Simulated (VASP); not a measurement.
Set up this calculation in VASP 6.6.1, as the native input.

- Task: single point
- Functional: LDA
- Potentials or basis: VASP PAW LDA potentials, release 64 (Rh_pv)
- Cutoff: 520 eV
- k mesh: 18 × 18 × 6
- Occupations: gaussian, width 0.15 eV
- Spin: no spin polarisation
- Dipole correction: no
- Further INCAR settings: ALGO = Fast; EDIFF = 1e-07; NBANDS = 38

The structure of Rh lies in POSCAR:

```
Rh
1.0
    2.4137201543      0.0000000000      0.0000000000
   -1.2068600771      2.4277066301      0.0000000000
    0.0000000000      0.0000000000      8.9849559882
Rh
4
Direct
    0.0000000000      0.0000000000      0.0000000000
    0.3333333333      0.6666666667      0.2500000000
    0.0000000000      0.0000000000      0.5000000000
    0.6666666667      0.3333333333      0.7500000000
```

This cell differs from its parent crystal: strain +e along x and -e along y -0.0733, strain +e along z and -e/2 along x and y +0.0367.

These files were run (other wordings do the same):

INCAR

```
PREC = Accurate
ENCUT = 520
EDIFF = 1E-7
ISMEAR = 0
SIGMA = 0.15
LREAL = False
LASPH = True
NELM = 100
ALGO = Fast
ISIF = 2
LWAVE = False
LCHARG = False
NBANDS = 38
```

KPOINTS

```
regular mesh
0
Gamma
  18 18 6
```

Potentials or basis: VASP PAW LDA potentials, release 64 (Rh_pv).

Command:

```console
$ cat potpaw_LDA.64/Rh_pv/POTCAR > POTCAR
$ mpirun -np 1 vasp_std > vasp.out
```

It gave:

```json
{"Pressure": "11.2 GPa", "Largest force": "0.268 eV/Å", "Band gap on the k mesh": "zero (band 30 reaches 13.46 eV, above the bottom of band 31 at 11.23 eV)"}
```

Caveat: the cell differs from its parent crystal (strain +e along x and -e along y -0.0733, strain +e along z and -e/2 along x and y +0.0367).

Wall time 22 min on 1 thread of AMD EPYC 9755 128-Core Processor (shared host), peak memory 0.5 GiB.
